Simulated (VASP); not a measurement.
# TiO2 (P4_2/mnm) in VASP: settings compared

The runs below take TiO2 through relaxation of cell and atoms, single point, with PBEsol+U, r2SCAN, PBE+U.

All numbers are computed with VASP 6.6.1; they aren't measurements. Logs are shortened: lines on timing, memory, paths and dates and some standing lists are left out, and cuts for length are marked.

### Step 1. The cell of the first run

Symmetry: P4_2/mnm, No. 136, tetragonal system. Conventional cell: a = 4.600 Å, b = 4.600 Å, c = 2.959 Å, α = 90.00°, β = 90.00°, γ = 90.00°. Within 2.6 Å of Ti (site symmetry mmm) lie 6 O at 1.95 to 1.98 Å. Within 2.6 Å of O (site symmetry m2m) lie 3 Ti at 1.95 to 1.98 Å and 1 O at 2.55 Å.

### Step 2. Relaxation of cell and atoms, PBEsol+U

INCAR reads:

```
ALGO = Normal ; EDIFF = 1E-6
EDIFFG = -0.01 ; ENCUT = 600
GGA = PS ; IBRION = 2
ISIF = 3 ; ISMEAR = -1
LASPH = T ; LCHARG = F
LDAU = T ; LDAUJ = 0 0
LDAUL = 2 -1 ; LDAUPRINT = 1
LDAUTYPE = 2 ; LDAUU = 4 0
LMAXMIX = 4 ; LREAL = F
LWAVE = F ; NELM = 150
NSW = 60 ; PREC = Accurate
SIGMA = 0.05
```

KPOINTS reads:

```
k-points
0
Gamma
  6 6 9
```

POSCAR reads:

```
TiO2
1.0
    4.5998373239      0.0000000000      0.0000000000
    0.0000000000      4.5998373239      0.0000000000
    0.0000000000      0.0000000000      2.9592135600
Ti O
2 4
Direct
    0.0000000000      0.0000000000      0.5000000000
    0.5000000000      0.5000000000      0.0000000000
    0.3043213200      0.3043213200      0.5000000000
    0.1956786800      0.8043213200      0.0000000000
    0.8043213200      0.1956786800      0.0000000000
    0.6956786800      0.6956786800      0.5000000000
```

Potentials or basis: VASP PAW PBE potentials, release 64 (Ti_sv, O).

On the command line:

```
$ cat potpaw_PBE.64/Ti_sv/POTCAR potpaw_PBE.64/O/POTCAR > POTCAR
$ mpirun -np 1 vasp_std > vasp.out
```

OUTCAR:

```text
EDIFF = 1E-6
   EDIFFG = -0.01
   ENCUT = 600
   GGA = PS
   IBRION = 2
   ISIF = 3
   ISMEAR = -1
   LASPH = T
   LREAL = F
   NELM = 150
   NSW = 60
   PREC = Accurate

 ion  position               nearest neighbor table
   1  0.000  0.000  0.500-   4 1.95   5 1.95   4 1.95   5 1.95   3 1.98   6 1.98
   2  0.500  0.500  0.000-   3 1.95   6 1.95   3 1.95   6 1.95   5 1.98   4 1.98
   3  0.304  0.304  0.500-   2 1.95   2 1.95   1 1.98
   4  0.196  0.804  0.000-   1 1.95   1 1.95   2 1.98
   5  0.804  0.196  0.000-   1 1.95   1 1.95   2 1.98
   6  0.696  0.696  0.500-   2 1.95   2 1.95   1 1.98

  LATTYP: Found a simple tetragonal cell.
 ALAT       =     4.5998373239
 C/A-ratio  =     0.6433300466

  Lattice vectors:

 A1 = (   4.5998373239,   0.0000000000,   0.0000000000)
 A2 = (   0.0000000000,   4.5998373239,   0.0000000000)
 A3 = (   0.0000000000,   0.0000000000,   2.9592135600)

Analysis of symmetry for initial positions (statically):
=====================================================================
 Subroutine PRICEL returns:
 Original cell was already a primitive cell.

 Routine SETGRP: Setting up the symmetry group for a
 simple tetragonal supercell.

 Subroutine GETGRP returns: Found 16 space group operations
 (whereof  8 operations were pure point group operations)
 out of a pool of 16 trial point group operations.

The static configuration has the point symmetry D_2h.
 The point group associated with its full space group is D_4h.

Analysis of symmetry for dynamics (positions and initial velocities):
=====================================================================
 Subroutine PRICEL returns:
 Original cell was already a primitive cell.

 Routine SETGRP: Setting up the symmetry group for a
 simple tetragonal supercell.

 Subroutine GETGRP returns: Found 16 space group operations
 (whereof  8 operations were pure point group operations)
 out of a pool of 16 trial point group operations.

The dynamic configuration has the point symmetry D_2h.
 The point group associated with its full space group is D_4h.

 Subroutine INISYM returns: Found 16 space group operations
[... 382 lines left out ...]
  o =  0.1010  v = -0.0000 -0.0000 -0.0000  0.0000  1.0000  0.0000  0.0000  0.0000  0.0000  0.0000      0.0000  0.0000  0.0000  0.0000  0.0000  0.0000  0.0000  0.0000  0.0000  0.0000
  o =  0.1010  v =  0.0000  0.0000  0.0000  0.0000  0.0000 -0.0000 -0.0000 -0.0000  0.0000  1.0000      0.0000  0.0000  0.0000  0.0000  0.0000  0.0000  0.0000  0.0000  0.0000  0.0000
  o =  0.2440  v = -0.8333  0.0000  0.5528  0.0000 -0.0000  0.0000  0.0000  0.0000  0.0000  0.0000      0.0000  0.0000  0.0000  0.0000  0.0000  0.0000  0.0000  0.0000  0.0000  0.0000
  o =  0.2440  v =  0.0000  0.0000  0.0000  0.0000  0.0000 -0.8333  0.0000  0.5528  0.0000 -0.0000      0.0000  0.0000  0.0000  0.0000  0.0000  0.0000  0.0000  0.0000  0.0000  0.0000
  o =  0.2677  v =  0.0000  0.0000  0.0000  0.0000  0.0000  0.0000  0.7071  0.0000 -0.7071  0.0000      0.0000  0.0000  0.0000  0.0000  0.0000  0.0000  0.0000  0.0000  0.0000  0.0000
  o =  0.2677  v =  0.0000  0.7071  0.0000 -0.7071  0.0000  0.0000  0.0000  0.0000  0.0000  0.0000      0.0000  0.0000  0.0000  0.0000  0.0000  0.0000  0.0000  0.0000  0.0000  0.0000

atom =   2  type =  1  l = 2

 onsite density matrix

spin component  1

  0.1936  0.0000  0.0760  0.0000  0.0000
  0.0000  0.1832  0.0000  0.0845  0.0000
  0.0760  0.0000  0.1295  0.0000 -0.0000
  0.0000  0.0845  0.0000  0.1832  0.0000
  0.0000  0.0000 -0.0000  0.0000  0.1010

spin component  2

  0.1936  0.0000  0.0760  0.0000  0.0000
  0.0000  0.1832  0.0000  0.0845  0.0000
  0.0760  0.0000  0.1295  0.0000 -0.0000
  0.0000  0.0845  0.0000  0.1832  0.0000
  0.0000  0.0000 -0.0000  0.0000  0.1010

 occupancies and eigenvectors

  o =  0.0791  v = -0.5528 -0.0000  0.8333  0.0000  0.0000  0.0000  0.0000  0.0000  0.0000  0.0000      0.0000  0.0000  0.0000  0.0000  0.0000  0.0000  0.0000  0.0000  0.0000  0.0000
  o =  0.0791  v =  0.0000  0.0000  0.0000  0.0000  0.0000 -0.5528 -0.0000  0.8333  0.0000  0.0000      0.0000  0.0000  0.0000  0.0000  0.0000  0.0000  0.0000  0.0000  0.0000  0.0000
  o =  0.0987  v =  0.0000  0.7071  0.0000 -0.7071  0.0000  0.0000  0.0000  0.0000  0.0000  0.0000      0.0000  0.0000  0.0000  0.0000  0.0000  0.0000  0.0000  0.0000  0.0000  0.0000
  o =  0.0987  v =  0.0000  0.0000  0.0000  0.0000  0.0000  0.0000  0.7071  0.0000 -0.7071  0.0000      0.0000  0.0000  0.0000  0.0000  0.0000  0.0000  0.0000  0.0000  0.0000  0.0000
  o =  0.1010  v = -0.0000  0.0000  0.0000  0.0000 -1.0000  0.0000  0.0000  0.0000  0.0000  0.0000      0.0000  0.0000  0.0000  0.0000  0.0000  0.0000  0.0000  0.0000  0.0000  0.0000
  o =  0.1010  v =  0.0000  0.0000  0.0000  0.0000  0.0000 -0.0000  0.0000  0.0000  0.0000 -1.0000      0.0000  0.0000  0.0000  0.0000  0.0000  0.0000  0.0000  0.0000  0.0000  0.0000
  o =  0.2440  v = -0.8333 -0.0000 -0.5528  0.0000  0.0000  0.0000  0.0000  0.0000  0.0000  0.0000      0.0000  0.0000  0.0000  0.0000  0.0000  0.0000  0.0000  0.0000  0.0000  0.0000
  o =  0.2440  v =  0.0000  0.0000  0.0000  0.0000  0.0000 -0.8333 -0.0000 -0.5528  0.0000  0.0000      0.0000  0.0000  0.0000  0.0000  0.0000  0.0000  0.0000  0.0000  0.0000  0.0000
  o =  0.2677  v =  0.0000  0.0000  0.0000  0.0000  0.0000  0.0000 -0.7071  0.0000 -0.7071 -0.0000      0.0000  0.0000  0.0000  0.0000  0.0000  0.0000  0.0000  0.0000  0.0000  0.0000
  o =  0.2677  v =  0.0000 -0.7071  0.0000 -0.7071 -0.0000  0.0000  0.0000  0.0000  0.0000  0.0000      0.0000  0.0000  0.0000  0.0000  0.0000  0.0000  0.0000  0.0000  0.0000  0.0000

--------------------------------------- Ionic step        6  -------------------------------------------

 number of electron      47.9999992 magnetization

 Free energy of the ion-electron system (eV)
  ---------------------------------------------------
  ext. energy  EPLUGINS =         0.00000000
  ---------------------------------------------------
  free energy    TOTEN  =       -50.77724815 eV

  energy without entropy =      -50.77724815  energy(sigma->0) =      -50.77724815

 E-fermi :   5.9450     XC(G=0): -11.5934

 val. band max:        4.8275334383   @ k =   0.0000   0.0000   0.0000
 cond. band min:       7.0977250079   @ k =   0.5000   0.5000   0.0000
 fundamental gap:      2.2701915697
 Fermi energy:         5.9449504930

 k-point     1 :       0.0000    0.0000    0.0000
  band No.  band energies     occupation
      1     -52.9951      2.00000
      2     -52.9803      2.00000
      3     -29.3398      2.00000
      4     -29.3398      2.00000
      5     -29.2010      2.00000
      6     -29.2010      2.00000
[... 733 lines left out ...]
     27       8.3092      0.00000
     28       8.3092      0.00000

 [... further k-points ...]
[... 5 lines left out ...]
  --------------------------------------------------------------------------------------
  -------------------------------------------------------------------------------------
  Total        0.0010034      0.0010034      0.0440420     -0.0000000      0.0000000      0.0000000
  in kB        0.0251639      0.0251639      1.1045046     -0.0000000      0.0000000      0.0000000
  external PRESSURE =       0.3849441 kB  Pullay stress =       0.0000000 kB
[... 21 lines left out ...]
  FREE ENERGIE OF THE ION-ELECTRON SYSTEM (eV)
  ---------------------------------------------------
  free  energy   TOTEN  =       -50.7772481530 eV

  energy  without entropy=      -50.7772481530  energy(sigma->0) =      -50.77724815

 reached required accuracy - stopping structural energy minimisation
```

OSZICAR:

```text
N       E                     dE             d eps       ncg     rms          rms(c)
DAV:   1     0.737297472230E+03    0.73730E+03   -0.27355E+04  2800   0.225E+03
DAV:   2     0.594017164957E+02   -0.67790E+03   -0.65648E+03  3076   0.634E+02
DAV:   3    -0.622007261775E+02   -0.12160E+03   -0.11891E+03  4392   0.229E+02
DAV:   4    -0.688115270978E+02   -0.66108E+01   -0.66046E+01  3864   0.553E+01
[... 51 lines left out ...]
DAV:   1    -0.507772587427E+02   -0.56180E-04   -0.17364E-02  2808   0.115E+00    0.583E-02
DAV:   2    -0.507772642575E+02   -0.55148E-05   -0.54125E-04  3140   0.173E-01    0.334E-02
DAV:   3    -0.507772497135E+02    0.14544E-04   -0.39527E-05  3784   0.504E-02    0.110E-02
DAV:   4    -0.507772481543E+02    0.15591E-05   -0.91234E-06  3232   0.252E-02    0.340E-03
DAV:   5    -0.507772481530E+02    0.12742E-08   -0.78143E-07  1736   0.101E-02
   6 F= -.50777248E+02 E0= -.50777248E+02  d E =-.828392E-03
```

Wall time 8.2 min (1 thread of Intel Xeon 8259CL, shared host); peak memory 0.25 GiB.

What came out:

```
Free energy                           : -50.7772 eV
Relaxed volume                        : 10.65 Å³/atom
Relaxed cell                          : a = 4.619 Å, b = 4.619 Å, c = 2.994 Å, α = 90.00°, β = 90.00°, γ = 90.00°
Space group after relaxing (to 0.1 Å) : P4_2/mnm (No. 136)
Energy gained by relaxing             : 4.0 meV/atom
Ionic steps                           : 6
Pressure after relaxing               : 0.0 GPa
Largest force after relaxing          : 0.004 eV/Å
Band gap on the k mesh                : 2.27 eV
```

Forces on the atoms (eV/Å):
```
Ti   0.000  0.000  0.000
Ti   0.000  0.000  0.000
O   -0.003 -0.003  0.000
O    0.003 -0.003  0.000
O   -0.003  0.003  0.000
O    0.003  0.003  0.000
```

The path:
```csv
step,energy change (eV),largest force (eV/Å),pressure (GPa),volume (Å³)
1,0.0000,0.0684,5.21,62.61
2,0.0188,0.2248,-6.62,65.74
3,-0.0229,0.0686,-0.09,63.92
4,-0.0229,0.0663,-0.05,63.89
5,-0.0237,0.0114,0.03,63.89
6,-0.0237,0.0044,0.04,63.89
```

Final structure:
```cif
data_structure
_symmetry_space_group_name_H-M 'P 1'
_symmetry_Int_Tables_number 1
_cell_length_a 4.6193
_cell_length_b 4.6193
_cell_length_c 2.9941
_cell_angle_alpha 90.000
_cell_angle_beta 90.000
_cell_angle_gamma 90.000
_cell_volume 63.89
loop_
_atom_site_label
_atom_site_type_symbol
_atom_site_fract_x
_atom_site_fract_y
_atom_site_fract_z
_atom_site_occupancy
Ti1 Ti 0.00000 0.00000 0.50000 1
Ti2 Ti 0.50000 0.50000 0.00000 1
O1 O 0.30466 0.30466 0.50000 1
O2 O 0.19534 0.80466 0.00000 1
O3 O 0.80466 0.19534 0.00000 1
O4 O 0.69534 0.69534 0.50000 1
```

Eigenvalues of the final occupation matrices:
| site | spin | trace | eigenvalues |
| --- | --- | --- | --- |
| site 1 d | 1 | 0.79 | 0.08 0.10 0.10 0.24 0.27 |
| site 1 d | 2 | 0.79 | 0.08 0.10 0.10 0.24 0.27 |
| site 2 d | 1 | 0.79 | 0.08 0.10 0.10 0.24 0.27 |
| site 2 d | 2 | 0.79 | 0.08 0.10 0.10 0.24 0.27 |

Caveat: the PAW data sets were made with another functional, which shifts forces and pressure a little. A k mesh can miss the band edges.

### Step 3. Single point, r2SCAN

This run uses another cell than the first one, of 10.85 Å³/atom.

Changes to POSCAR since step 2:

```diff
@@ -2,5 +2,5 @@
 1.0
-    4.5998373239      0.0000000000      0.0000000000
-    0.0000000000      4.5998373239      0.0000000000
-    0.0000000000      0.0000000000      2.9592135600
+    4.6603684408      0.0000000000      0.0000000000
+    0.0000000000      4.6603684408      0.0000000000
+    0.0000000000      0.0000000000      2.9981550462
 Ti O
```

INCAR.step1 reads:

```
SYSTEM = TiO2
PREC = Accurate ; ENCUT = 520
ISMEAR = -1 ; SIGMA = 0.05
LREAL = .FALSE. ; LASPH = .TRUE.
NELM = 100 ; NBANDS = 33
GGA = PE ; ALGO = Normal
EDIFF = 1E-4 ; LWAVE = .TRUE.
LCHARG = .FALSE.
```

INCAR.step2 reads:

```
SYSTEM = TiO2
PREC = Accurate ; ENCUT = 520
EDIFF = 1E-6 ; ISMEAR = -1
SIGMA = 0.05 ; LREAL = .FALSE.
LASPH = .TRUE. ; NELM = 100
ALGO = Normal ; ISIF = 2
LWAVE = .FALSE. ; LCHARG = .FALSE.
METAGGA = R2SCAN ; LMIXTAU = .TRUE.
NBANDS = 33 ; ISTART = 1
```

KPOINTS reads:

```
Automatic mesh
0
G
  6 6 9
  0 0 0
```

Potentials or basis: VASP PAW PBE potentials, release 64 (Ti_sv, O).

On the command line:

```
$ cat potpaw_PBE.64/Ti_sv/POTCAR potpaw_PBE.64/O/POTCAR > POTCAR
$ cp INCAR.step1 INCAR
$ mpirun -np 1 vasp_std > vasp.out
$ cp INCAR.step2 INCAR
$ mpirun -np 1 vasp_std > vasp.out
```

It took 3.2 min on 1 thread of Intel Xeon Platinum 8488C (Sapphire Rapids), shared host; peak memory 0.23 GiB.

The run converged. Its results:

| Property | Result |
| --- | --- |
| Free energy | -69.7309 eV |
| Pressure | -8.8 GPa |
| Largest force | 0.207 eV/Å |
| Band gap on the k mesh | 2.10 eV |

Forces in eV/Å, atoms in the order of the input:
```
Ti   0.000  0.000  0.000
Ti   0.000  0.000  0.000
O    0.146  0.146  0.000
O   -0.146  0.146  0.000
O    0.146 -0.146  0.000
O   -0.146 -0.146  0.000
```

Stress tensor (GPa, compression positive):
```
 -8.07   0.00   0.00
  0.00  -8.07   0.00
  0.00   0.00 -10.26
```

Levels at points of the mesh, in eV from the valence-band top:
| k point | band 21 | band 22 | band 23 | band 24 | band 25 | band 26 | band 27 | band 28 |
| --- | --- | --- | --- | --- | --- | --- | --- | --- |
| (0.00, 0.00, 0.00) | -0.78 | -0.49 | -0.49 | 0.00 | 2.10 | 2.39 | 2.62 | 2.71 |
| (0.50, 0.00, 0.00) | -1.68 | -1.68 | -0.74 | -0.74 | 2.73 | 2.73 | 3.20 | 3.20 |
| (0.50, 0.50, 0.00) | -1.38 | -1.38 | -1.13 | -1.13 | 2.13 | 2.13 | 2.73 | 2.73 |

Caveat: the cell stands under tension; the PAW data sets were made with another functional, which shifts forces and pressure a little. A k mesh can miss the band edges.

[end of part 1 of 2]
